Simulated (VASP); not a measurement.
# ZnS (P6_3mc) in VASP: notebook, part 2 of 2

VASP 6.6.1.

### 3 Relaxation of the atoms, r2SCAN (strain along c alone, the other axes held: -1.0 %)

POSCAR

```
ZnS
1.0
    3.8065185602      0.0000000000      0.0000000000
   -1.9032592801      3.2965417732      0.0000000000
    0.0000000000      0.0000000000      6.1823548551
Zn S
2 2
Direct
    0.3333333333      0.6666666667      0.0003440806
    0.6666666667      0.3333333333      0.5003440806
    0.3333333333      0.6666666667      0.3746559194
    0.6666666667      0.3333333333      0.8746559194
```

INCAR.step1

```
SYSTEM = ZnS
ALGO     = Normal         ! electronic algorithm
EDIFF    = 1E-4           ! SCF threshold, eV
ENCUT    = 520            ! plane-wave cutoff, eV
GGA      = PE             ! functional
ISMEAR   = 0              ! smearing method
LASPH    = .True.         ! aspherical terms in the spheres
LCHARG   = .False.        ! write CHGCAR
LREAL    = .False.        ! projectors in reciprocal space
LWAVE    = .True.         ! write WAVECAR
NELM     = 80             ! most SCF steps
PREC     = Accurate       ! precision mode
SIGMA    = 0.02           ! smearing width, eV
```

INCAR.step2

```
SYSTEM = ZnS
ALGO     = Normal         ! electronic algorithm
EDIFF    = 1E-6           ! SCF threshold, eV
EDIFFG   = -0.008         ! ionic threshold
ENCUT    = 520            ! plane-wave cutoff, eV
IBRION   = 2              ! ionic algorithm
ISIF     = 2              ! what is computed and relaxed
ISMEAR   = 0              ! smearing method
ISTART   = 1            
LASPH    = .True.         ! aspherical terms in the spheres
LCHARG   = .False.        ! write CHGCAR
LMIXTAU  = .True.       
LREAL    = .False.        ! projectors in reciprocal space
LWAVE    = .False.        ! write WAVECAR
METAGGA  = R2SCAN         ! meta-GGA
NELM     = 80             ! most SCF steps
NSW      = 60             ! ionic steps
PREC     = Accurate       ! precision mode
SIGMA    = 0.02           ! smearing width, eV
```

KPOINTS

```
k-points
0
Gamma
  6 6 4
  0 0 0
```

Potentials or basis: VASP PAW PBE potentials, release 64 (Zn, S).

The run is started by

```console
> cat potpaw_PBE.64/Zn/POTCAR potpaw_PBE.64/S/POTCAR > POTCAR
> cp INCAR.step1 INCAR
> mpirun -np 1 vasp_std > vasp.out
> cp INCAR.step2 INCAR
> mpirun -np 1 vasp_std > vasp.out
```

OUTCAR:

```text
SYSTEM = ZnS
   EDIFF = 1E-6
   EDIFFG = -0.008
   ENCUT = 520
   IBRION = 2
   ISIF = 2
   ISMEAR = 0
   ISTART = 1
   LASPH = .True.
   LREAL = .False.
   METAGGA = R2SCAN
   NELM = 80
   NSW = 60
   PREC = Accurate

 ion  position               nearest neighbor table
   1  0.333  0.667  0.000-   3 2.31   4 2.33   4 2.33   4 2.33
   2  0.667  0.333  0.500-   4 2.31   3 2.33   3 2.33   3 2.33
   3  0.333  0.667  0.375-   1 2.31   2 2.33   2 2.33   2 2.33
   4  0.667  0.333  0.875-   2 2.31   1 2.33   1 2.33   1 2.33

  LATTYP: Found a hexagonal cell.
 ALAT       =     3.8065185602
 C/A-ratio  =     1.6241494051

  Lattice vectors:

 A1 = (   3.8065185602,   0.0000000000,   0.0000000000)
 A2 = (  -1.9032592801,   3.2965417732,   0.0000000000)
 A3 = (   0.0000000000,   0.0000000000,   6.1823548551)

Analysis of symmetry for initial positions (statically):
=====================================================================
 Subroutine PRICEL returns:
 Original cell was already a primitive cell.

 Routine SETGRP: Setting up the symmetry group for a
 hexagonal supercell.

 Subroutine GETGRP returns: Found 12 space group operations
 (whereof  6 operations were pure point group operations)
 out of a pool of 24 trial point group operations.

The static configuration has the point symmetry C_3v.
 The point group associated with its full space group is C_6v.

Analysis of symmetry for dynamics (positions and initial velocities):
=====================================================================
 Subroutine PRICEL returns:
 Original cell was already a primitive cell.

 Routine SETGRP: Setting up the symmetry group for a
 hexagonal supercell.

 Subroutine GETGRP returns: Found 12 space group operations
 (whereof  6 operations were pure point group operations)
 out of a pool of 24 trial point group operations.

The dynamic configuration has the point symmetry C_3v.
 The point group associated with its full space group is C_6v.

[... 105 lines left out ...]
   ISYM   =      2    0-nonsym 1-usesym 2-fastsym
   POTIM  = 0.5000    time-step for ionic-motion
   TEBEG  =    0.0;   TEEND  =   0.0 temperature during run
   PSTRESS=    0.0 pullay stress
   NELECT =      36.0000    total number of electrons
   NUPDOWN=      -1.0000    fix difference up-down
   EMIN   =  10.00;   EMAX   =-10.00  energy-range for DOS
   EFERMI =   0.00;   METHOD = LEGACY
   ISMEAR =     0;   SIGMA  =   0.02  broadening in eV -4-tet -1-fermi 0-gaus
   EFERMI_NEDOS =   21; number of points for ismear=-14 and -15
   IALGO  =     38    algorithm
   IMIX   =      4    mixing-type and parameters
     AMIX     =   0.40;   BMIX     =  1.00
     AMIX_MAG =   1.60;   BMIX_MAG =  1.00
  volume/ion in A,a.u.               =      19.39       130.88
  Fermi-wavevector in a.u.,A,eV,Ry     =   1.267444  2.395122 21.856600  1.606415
  Thomas-Fermi vector in A             =   2.400592
   LORBIT       =      0    0 simple, 1 ext, 2 COOP (PROOUT), +10 PAW based schemes
   METAGGA = R2SCAN    functional components
   LHFCALC =     F    Hartree Fock is set to
   AEXX    =    0.0000 exact exchange contribution
   IVDW    =     0    specifies the selected vdW correction
   LEPSILON=     F    determine dielectric tensor
   LRPA    =     F    only Hartree local field effects (RPA)
 conjugate gradient relaxation of ions
 non-spin polarized calculation
 Gauss-broadening in eV      SIGMA  =   0.02
  energy-cutoff  :      520.00
  volume of cell :       77.58
 maximum number of plane-waves:      2115
   NGX = 15   NGY = 15   NGZ = 23

--------------------------------------- Ionic step        1  -------------------------------------------

 number of electron      35.9999969 magnetization

 Free energy of the ion-electron system (eV)
  ---------------------------------------------------
  ext. energy  EPLUGINS =         0.00000000
  ---------------------------------------------------
  free energy    TOTEN  =       -37.71666025 eV

  energy without entropy =      -37.71666025  energy(sigma->0) =      -37.71666025

------------------------ aborting loop because EDIFF is reached ----------------------------------------

  FORCE on cell =-STRESS in cart. coord.  units (eV):
  Direction    XX          YY          ZZ          XY          YZ          ZX
  --------------------------------------------------------------------------------------
  -------------------------------------------------------------------------------------
  Total        0.1806794      0.1806794      0.9329790      0.0000000      0.0000000      0.0000000
  in kB        3.7314589      3.7314589     19.2682370      0.0000000      0.0000000      0.0000000
  external PRESSURE =       8.9103849 kB  Pullay stress =       0.0000000 kB
[... 63 lines left out ...]
--------------------------------------- Ionic step        3  -------------------------------------------

 number of electron      35.9999969 magnetization

 Free energy of the ion-electron system (eV)
  ---------------------------------------------------
  ext. energy  EPLUGINS =         0.00000000
  ---------------------------------------------------
  free energy    TOTEN  =       -37.71730032 eV

  energy without entropy =      -37.71730032  energy(sigma->0) =      -37.71730032

 E-fermi :   2.0780     XC(G=0): -10.3624

 val. band max:        1.9959090898   @ k =   0.0000   0.0000   0.0000
 cond. band min:       4.8610423606   @ k =   0.0000   0.0000   0.0000
 fundamental gap:      2.8651332709
 Fermi energy:         2.0780005479

 k-point     1 :       0.0000    0.0000    0.0000
  band No.  band energies     occupation
      1     -11.8131      2.00000
      2     -10.8127      2.00000
      3      -4.5569      2.00000
      4      -4.5484      2.00000
      5      -4.5484      2.00000
      6      -4.4563      2.00000
[... 545 lines left out ...]
  FREE ENERGIE OF THE ION-ELECTRON SYSTEM (eV)
  ---------------------------------------------------
  free  energy   TOTEN  =       -37.7173003232 eV

  energy  without entropy=      -37.7173003232  energy(sigma->0) =      -37.71730032

 reached required accuracy - stopping structural energy minimisation
```

OUTCAR.step1:

```text
SYSTEM = ZnS
   EDIFF = 1E-4
   ENCUT = 520
   GGA = PE
   ISMEAR = 0
   LASPH = .True.
   LREAL = .False.
   NELM = 80
[... 748 lines left out ...]
      1.90326      1.09885      3.09330        -0.000000     -0.000000     -0.071303
     -0.00000      2.19769      2.31626        -0.000000     -0.000000      0.071303
      1.90326      1.09885      5.40743        -0.000000     -0.000000      0.071303
 -----------------------------------------------------------------------------------
    total drift:                               -0.000000     -0.000001      0.002232

  FREE ENERGIE OF THE ION-ELECTRON SYSTEM (eV)
  ---------------------------------------------------
  free  energy   TOTEN  =       -13.6555494101 eV

  energy  without entropy=      -13.6555494101  energy(sigma->0) =      -13.65554941
```

OSZICAR.step1:

```text
N       E                     dE             d eps       ncg     rms          rms(c)
DAV:   1     0.236197173734E+03    0.23620E+03   -0.17670E+04   924   0.198E+03
DAV:   2     0.761889118099E+01   -0.22858E+03   -0.22330E+03   966   0.380E+02
DAV:   3    -0.139893047343E+02   -0.21608E+02   -0.21521E+02  1098   0.118E+02
DAV:   4    -0.145045505656E+02   -0.51525E+00   -0.51467E+00  1092   0.188E+01
DAV:   5    -0.145141035778E+02   -0.95530E-02   -0.95520E-02  1124   0.252E+00    0.101E+01
DAV:   6    -0.136401332932E+02    0.87397E+00   -0.20337E+00  1438   0.440E+01    0.785E+00
DAV:   7    -0.136749321484E+02   -0.34799E-01   -0.20827E+00  1002   0.831E+00    0.342E+00
DAV:   8    -0.136543901450E+02    0.20542E-01   -0.12037E-01  1236   0.475E+00    0.120E+00
DAV:   9    -0.136551837940E+02   -0.79365E-03   -0.23344E-02  1256   0.264E+00    0.300E-01
DAV:  10    -0.136553165668E+02   -0.13277E-03   -0.13338E-03  1074   0.458E-01    0.186E-01
DAV:  11    -0.136555534999E+02   -0.23693E-03   -0.37258E-04   878   0.142E-01    0.976E-02
DAV:  12    -0.136555494101E+02    0.40898E-05   -0.33487E-05   672   0.112E-01
   1 F= -.13655549E+02 E0= -.13655549E+02  d E =-.327807E-13
```

Wall time 1.9 min (1 thread of Intel Xeon 6975P-C (Granite Rapids), shared host); peak memory 0.21 GiB.

What came out:

```
Free energy                  : -37.7173 eV
Energy gained by relaxing    : 0.2 meV/atom
Ionic steps                  : 3
Pressure after relaxing      : 0.9 GPa
Largest force after relaxing : 0.004 eV/Å
Band gap on the k mesh       : 2.87 eV
```

Forces on the atoms (eV/Å):
```
Zn   0.000  0.000  0.004
Zn   0.000  0.000  0.004
S    0.000  0.000 -0.004
S    0.000  0.000 -0.004
```

The path:
```tsv
step	energy change (eV)	largest force (eV/Å)	pressure (GPa)
1	0.0000	0.0637	0.89
2	-0.0005	0.0255	0.89
3	-0.0006	0.0036	0.90
```

Final structure:
```cif
data_structure
_symmetry_space_group_name_H-M 'P 1'
_symmetry_Int_Tables_number 1
_cell_length_a 3.8065
_cell_length_b 3.8065
_cell_length_c 6.1824
_cell_angle_alpha 90.000
_cell_angle_beta 90.000
_cell_angle_gamma 120.000
_cell_volume 77.58
loop_
_atom_site_label
_atom_site_type_symbol
_atom_site_fract_x
_atom_site_fract_y
_atom_site_fract_z
_atom_site_occupancy
Zn1 Zn 0.33333 0.66667 0.99947 1
Zn2 Zn 0.66667 0.33333 0.49947 1
S1 S 0.33333 0.66667 0.37553 1
S2 S 0.66667 0.33333 0.87553 1
```

Caveat: the cell differs from its parent crystal (strain along c alone, the other axes held: -1.0 %); the PAW data sets were made with another functional, which shifts forces and pressure a little.

### 4 Single point, r2SCAN

This run uses another cell than the first one, of 19.59 Å³/atom.

POSCAR

```
ZnS
1.0
    3.8065186056      0.0000000000      0.0000000000
   -1.9032593028      3.2965418124      0.0000000000
    0.0000000000      0.0000000000      6.2448028381
Zn S
2 2
Direct
    0.3333333333      0.6666666667      0.0003440772
    0.6666666667      0.3333333333      0.5003440772
    0.3333333333      0.6666666667      0.3746559228
    0.6666666667      0.3333333333      0.8746559228
```

INCAR.step1

```
ALGO = Normal ; EDIFF = 1E-4
ENCUT = 520 ; GGA = PE
ISMEAR = 0 ; LASPH = T
LCHARG = F ; LREAL = F
LWAVE = T ; NBANDS = 26
NELM = 100 ; PREC = Accurate
SIGMA = 0.02
```

INCAR.step2

```
ALGO = Normal ; EDIFF = 1E-6
ENCUT = 520 ; ISIF = 2
ISMEAR = 0 ; ISTART = 1
LASPH = T ; LCHARG = F
LMIXTAU = T ; LREAL = F
LWAVE = F ; METAGGA = R2SCAN
NBANDS = 26 ; NELM = 100
PREC = Accurate ; SIGMA = 0.02
```

KPOINTS

```
k-points
0
Gamma
  6 6 4
```

Potentials or basis: VASP PAW PBE potentials, release 64 (Zn, S).

The run is started by

```console
> cat potpaw_PBE.64/Zn/POTCAR potpaw_PBE.64/S/POTCAR > POTCAR
> cp INCAR.step1 INCAR
> mpirun -np 1 vasp_std > vasp.out
> cp INCAR.step2 INCAR
> mpirun -np 1 vasp_std > vasp.out
```

OUTCAR:

```text
EDIFF = 1E-6
   ENCUT = 520
   ISIF = 2
   ISMEAR = 0
   ISTART = 1
   LASPH = T
   LREAL = F
   METAGGA = R2SCAN
   NELM = 100
   PREC = Accurate

 ion  position               nearest neighbor table
   1  0.333  0.667  0.000-   4 2.33   4 2.33   4 2.33   3 2.34
   2  0.667  0.333  0.500-   3 2.33   3 2.33   3 2.33   4 2.34
   3  0.333  0.667  0.375-   2 2.33   2 2.33   2 2.33   1 2.34
   4  0.667  0.333  0.875-   1 2.33   1 2.33   1 2.33   2 2.34

[... 803 lines left out ...]

  FORCE on cell =-STRESS in cart. coord.  units (eV):
  Direction    XX          YY          ZZ          XY          YZ          ZX
  --------------------------------------------------------------------------------------
  -------------------------------------------------------------------------------------
  Total        0.0467005      0.0467005      0.0262014      0.0000000      0.0000000      0.0000000
  in kB        0.9548307      0.9548307      0.5357095      0.0000000      0.0000000      0.0000000
  external PRESSURE =       0.8151236 kB  Pullay stress =       0.0000000 kB

 VOLUME and BASIS-vectors are now :
 -----------------------------------------------------------------------------
  energy-cutoff  :      520.00
  volume of cell :       78.36
      direct lattice vectors                 reciprocal lattice vectors
     3.806518606  0.000000000  0.000000000     0.262707241  0.151674096  0.000000000
    -1.903259303  3.296541812  0.000000000     0.000000000  0.303348192  0.000000000
     0.000000000  0.000000000  6.244802838     0.000000000  0.000000000  0.160133158

 POSITION                                       TOTAL-FORCE (eV/Angst)
 -----------------------------------------------------------------------------------
     -0.00000      2.19769      0.00215        -0.000000      0.000000     -0.002383
      1.90326      1.09885      3.12455         0.000000     -0.000000     -0.002383
     -0.00000      2.19769      2.33965        -0.000000      0.000000      0.002383
      1.90326      1.09885      5.46205         0.000000     -0.000000      0.002383
 -----------------------------------------------------------------------------------
    total drift:                               -0.000000     -0.000000     -0.014995

  FREE ENERGIE OF THE ION-ELECTRON SYSTEM (eV)
  ---------------------------------------------------
  free  energy   TOTEN  =       -37.7211772487 eV

  energy  without entropy=      -37.7211772487  energy(sigma->0) =      -37.72117725
```

OSZICAR.step1:

```text
N       E                     dE             d eps       ncg     rms          rms(c)
DAV:   1     0.241432270050E+03    0.24143E+03   -0.16997E+04  1092   0.166E+03
DAV:   2     0.922513597979E+01   -0.23221E+03   -0.22269E+03  1118   0.347E+02
DAV:   3    -0.139867113428E+02   -0.23212E+02   -0.22994E+02  1318   0.110E+02
DAV:   4    -0.145205201573E+02   -0.53381E+00   -0.53286E+00  1252   0.168E+01
DAV:   5    -0.145290632816E+02   -0.85431E-02   -0.85406E-02  1354   0.209E+00    0.988E+00
DAV:   6    -0.136821411130E+02    0.84692E+00   -0.16360E+00  1634   0.371E+01    0.759E+00
DAV:   7    -0.136777739092E+02    0.43672E-02   -0.12469E+00  1150   0.653E+00    0.345E+00
DAV:   8    -0.136710762866E+02    0.66976E-02   -0.35103E-02  1326   0.176E+00    0.981E-01
DAV:   9    -0.136715268928E+02   -0.45061E-03   -0.93269E-03  1446   0.130E+00    0.230E-01
DAV:  10    -0.136716676944E+02   -0.14080E-03   -0.58922E-04  1244   0.332E-01    0.949E-02
DAV:  11    -0.136718835603E+02   -0.21587E-03   -0.33216E-04  1064   0.121E-01    0.603E-02
DAV:  12    -0.136718826052E+02    0.95511E-06   -0.14541E-05   640   0.423E-02
   1 F= -.13671883E+02 E0= -.13671883E+02  d E =-.581177E-12
```

Wall time 2.3 min (1 thread of Intel Xeon Platinum 8259CL at 2.50GHz (Skylake/Cascade Lake), shared host); peak memory 0.21 GiB.

Results:

```yaml
Free_energy: -37.7212 eV
Pressure: 0.1 GPa
Band_gap_on_the_k_mesh: 2.79 eV
```

Forces on the atoms (eV/Å):
```
Zn   0.000  0.000 -0.002
Zn   0.000  0.000 -0.002
S    0.000  0.000  0.002
S    0.000  0.000  0.002
```

Caveat: the PAW data sets were made with another functional, which shifts forces and pressure a little.

### 5 Summary

| task | cell | gap on the mesh (eV) | pressure (GPa) |
| --- | --- | --- | --- |
| relaxation of the atoms | atoms relaxed from a = 3.807, b = 3.807, c = 6.120 Å, angles 90.0, 90.0, 120.0°, 4 atoms | 2.93 | 1.8 |
| relaxation of the atoms | atoms relaxed from a = 3.807, b = 3.807, c = 6.182 Å, angles 90.0, 90.0, 120.0°, 4 atoms | 2.87 | 0.9 |
| single point | a = 3.807, b = 3.807, c = 6.245 Å, angles 90.0, 90.0, 120.0°, 4 atoms | 2.79 | 0.1 |

Alike in all rows: level r2SCAN; potentials or basis VASP PAW PBE potentials, release 64 (Zn, S); no spin polarisation; k mesh 6 × 6 × 4; cutoff (eV) 520; smearing gaussian 0.02 eV.

Caveats: the PAW data sets were made with another functional, which shifts forces and pressure a little.

Absolute energies hang on the potentials; compare differences alone.
